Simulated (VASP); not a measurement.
Here is a VASP 6.6.1 calculation.

Contents of INCAR:

```
SYSTEM = K3RbI4O12
ALGO = Normal
EDIFF = 1E-7
EDIFFG = -0.03
ENCUT = 520
GGA = PE
IBRION = 2
ISIF = 2
ISMEAR = -1
KPAR = 2
LASPH = .True.
LCHARG = .False.
LREAL = Auto
LWAVE = .False.
NELM = 60
NSW = 60
PREC = Accurate
SIGMA = 0.01
```

KPOINTS

```
k-points
0
Gamma
  3 3 3
  0 0 0
```

File POSCAR:

```
K3RbI4O12
1.0
   -6.3396000000     -3.6601697666      2.6414000000
    6.3396000000     -3.6601697666      2.6414000000
    0.0000000000      7.3203395332      2.6414000000
Rb K I O
1 3 4 12
Direct
    0.0093000000      0.0093000000      0.0093000000
    0.5093000000      0.5093000000      0.0093000000
    0.5093000000      0.0093000000      0.5093000000
    0.0093000000      0.5093000000      0.5093000000
    0.5000000000      0.5000000000      0.5000000000
    0.0000000000      0.0000000000      0.5000000000
    0.0000000000      0.5000000000      0.0000000000
    0.5000000000      0.0000000000      0.0000000000
    0.3257000000      0.5442000000      0.3257000000
    0.8257000000      0.0442000000      0.3257000000
    0.8257000000      0.5442000000      0.8257000000
    0.3257000000      0.0442000000      0.8257000000
    0.3257000000      0.3257000000      0.5442000000
    0.8257000000      0.8257000000      0.5442000000
    0.8257000000      0.3257000000      0.0442000000
    0.3257000000      0.8257000000      0.0442000000
    0.5442000000      0.3257000000      0.3257000000
    0.0442000000      0.8257000000      0.3257000000
    0.0442000000      0.3257000000      0.8257000000
    0.5442000000      0.8257000000      0.8257000000
```

Potentials or basis: VASP PAW PBE potentials, release 64 (Rb_sv, K_sv, I, O).

The run is started by

```console
$ cat potpaw_PBE.64/Rb_sv/POTCAR potpaw_PBE.64/K_sv/POTCAR potpaw_PBE.64/I/POTCAR potpaw_PBE.64/O/POTCAR > POTCAR
$ mpirun -np 2 vasp_std > vasp.out
```

Problem. Predict the energy gained by relaxing.

Solution. 25.2 meV/atom.

Problem. What does it give for the band gap on the k mesh?

Solution. 2.89 eV.

The path:
| step | energy change (eV) | largest force (eV/Å) | pressure (GPa) |
| --- | --- | --- | --- |
| 1 | 0.0000 | 2.6753 | 5.92 |
| 2 | 0.6173 | 3.1814 | -5.96 |
| 3 | -0.4942 | 0.1126 | 0.65 |
| 4 | -0.4941 | 0.1116 | 0.74 |
| 5 | -0.4961 | 0.0970 | 0.73 |
| 6 | -0.4992 | 0.1267 | 0.70 |
| 7 | -0.4996 | 0.1330 | 0.41 |
| 8 | -0.5000 | 0.0625 | 0.53 |
| 9 | -0.5011 | 0.0538 | 0.55 |
| 10 | -0.5017 | 0.0491 | 0.58 |
| 11 | -0.5012 | 0.1028 | 0.65 |
| 12 | -0.5018 | 0.0528 | 0.60 |
| 13 | -0.5022 | 0.0942 | 0.71 |
| 14 | -0.5023 | 0.0496 | 0.68 |
| 15 | -0.5031 | 0.0361 | 0.66 |
| 16 | -0.5036 | 0.0188 | 0.64 |

Caveat: spin-orbit coupling is left out, which moves the levels of the heavy elements.
